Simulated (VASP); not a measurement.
## Ta2NbO4: single point with PBE

The system is Ta2NbO4.

```
Ta Nb O
1.0
     5.13305    0.00000    0.00000
     0.00000    3.72073    2.93926
     0.00000   -3.72073    2.93926
Ta Nb O
2 1 4
Direct
  0.50000 0.49720 0.13646
  0.50000 0.13646 0.49720
  0.00000 0.52132 0.52132
  0.74691 0.38587 0.78751
  0.25309 0.78751 0.38587
  0.74691 0.78751 0.38587
  0.25309 0.38587 0.78751
```

| Property | Result |
| --- | --- |
| Program | VASP 6.6.1 |
| Task | single point |
| Functional | PBE |
| Potentials or basis | VASP PAW PBE potentials, release 64 (Ta_pv, Nb_sv, O) |
| Cutoff | 520 eV |
| k mesh | 6 × 8 × 8 |
| Occupations | gaussian, width 0.1 eV |
| Spin | no spin polarisation |

- Pressure: 0.2 GPa
- Largest force: 0.079 eV/Å
- Band gap on the k mesh: zero (an odd number of electrons rules out a gap without spin polarisation)

Forces in eV/Å, atoms in the order of the input:
```
Ta   0.000 -0.055 -0.027
Ta   0.000  0.055 -0.027
Nb   0.000  0.000  0.015
O    0.068  0.038  0.010
O   -0.068 -0.038  0.010
O    0.068 -0.038  0.010
O   -0.068  0.038  0.010
```

Stress tensor (GPa, compression positive):
```
 0.27  0.00  0.00
 0.00 -0.23  0.00
 0.00  0.00  0.55
```

Levels at points of the mesh, in eV from the Fermi level:
```
           k point  band 26  band 27  band 28  band 29  band 30  band 31  band 32  band 33
(0.00, 0.00, 0.00)    -3.64    -3.07    -1.27    -1.16     0.16     0.90     0.97     2.13
(0.50, 0.00, 0.00)    -4.55    -2.76    -1.74    -1.66     0.17     0.52     1.33     1.81
(0.00, 0.50, 0.00)    -3.47    -2.21    -1.36    -0.68    -0.33     0.29     1.19     2.00
(0.50, 0.50, 0.00)    -4.67    -1.99    -1.02    -0.58     0.29     0.46     0.97     0.98
(0.00, 0.50, 0.50)    -3.41    -2.20    -1.40    -1.14    -0.65     0.39     1.57     2.20
(0.50, 0.50, 0.50)    -4.52    -1.80    -0.57    -0.06     0.50     0.54     0.81     0.97
```

Run time: 9.1 min on 1 thread of Intel Xeon 8259CL (shared host), peak memory 0.44 GiB.

Caveat: spin-orbit coupling is left out, which moves the levels of the heavy elements; an odd number of electrons without spin polarisation forces a metal; a magnetic or distorted state may lie lower.
